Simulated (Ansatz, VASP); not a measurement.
# Hf3GeRu: VASP beside Ansatz

Contents of INCAR:

```
SYSTEM = Hf3GeRu
ALGO = Fast
EDIFF = 1E-6
ENCUT = 520
GGA = PE
ISIF = 2
ISMEAR = 0
LASPH = .TRUE.
LCHARG = .FALSE.
LREAL = .FALSE.
LWAVE = .FALSE.
NBANDS = 69
NELM = 60
PREC = Accurate
SIGMA = 0.1
```

Contents of KPOINTS:

```
k-points
0
G
  3 3 4
  0 0 0
```

The input POSCAR:

```
Hf3GeRu
1.0
    6.1536501700      0.0000000000      0.0000000000
   -3.0768250900      5.3292173700      0.0000000000
    0.0000000000      0.0000000000      5.2784342100
Hf Ge Ru
6 2 2
Direct
    0.1571999900      0.8428000100      0.2772000100
    0.3143999700      0.1571999900      0.7772000100
    0.1571999900      0.3143999700      0.2772000100
    0.8428000100      0.1571999900      0.7772000100
    0.6856000300      0.8428000100      0.2772000100
    0.8428000100      0.6856000300      0.7772000100
    0.0000000000      0.0000000000      0.0014000000
    0.0000000000      0.0000000000      0.5014000000
    0.3333333300      0.6666666700      0.7500000000
    0.6666666700      0.3333333300      0.2500000000
```

Input for Ansatz:

```yaml
crystal:
  lattice:
    - [6.15365017, 0.0, 0.0]
    - [-3.07682509, 5.32921737, 0.0]
    - [0.0, 0.0, 5.27843421]
  atoms:
    - { symbol: Hf, position: [0.15719999, 0.84280001, 0.27720001] }
    - { symbol: Hf, position: [0.31439997, 0.15719999, 0.77720001] }
    - { symbol: Hf, position: [0.15719999, 0.31439997, 0.27720001] }
    - { symbol: Hf, position: [0.84280001, 0.15719999, 0.77720001] }
    - { symbol: Hf, position: [0.68560003, 0.84280001, 0.27720001] }
    - { symbol: Hf, position: [0.84280001, 0.68560003, 0.77720001] }
    - { symbol: Ge, position: [0.0, 0.0, 0.0014] }
    - { symbol: Ge, position: [0.0, 0.0, 0.5014] }
    - { symbol: Ru, position: [0.33333333, 0.66666667, 0.75] }
    - { symbol: Ru, position: [0.66666667, 0.33333333, 0.25] }
basis:
  ecutwfc: 420
kpoints:
  mp_grid: { grid: [3, 3, 4] }
hamiltonian:
  xc: pbe
scf:
  occupations: { method: gaussian, width: 0.1 }
  lower_state_search: "off"
output:
  forces: true
  stress: true
  eigenvalues: true
```

Change from the starting cell: species swapped into the CsCrCl3 type (P6_3mc, No. 186).

Alike in both runs: task single point; functional PBE; k mesh 3 × 3 × 4; occupations gaussian, width 0.1 eV; no spin polarisation.

```csv
,VASP,Ansatz
version,VASP 6.6.1,Ansatz 0.2.0
potentials or method,"VASP PAW PBE potentials, release 64 (Hf_pv, Ge_d, Ru_pv), cutoff 520 eV","scalar-relativistic, plane waves, PAW"
valence electrons in the cell,116,216
```

```tsv
	VASP	Ansatz	Ansatz less VASP
gap on the k mesh at the Fermi level (eV)	none	none	-
rms of the force components (eV/Å)	8.347	8.396	+0.0482
```

Atom by atom the forces differ by 0.049 eV/Å (rms over components). A gap of «none» marks a metal or a gap that the smearing closes. VASP's potentials hold 116 valence electrons a cell and Ansatz's 216, so a difference there can come from the potentials and not from the codes.

The k mesh is coarse, so the values compare programs but aren't converged. Neither program's run includes spin-orbit coupling.
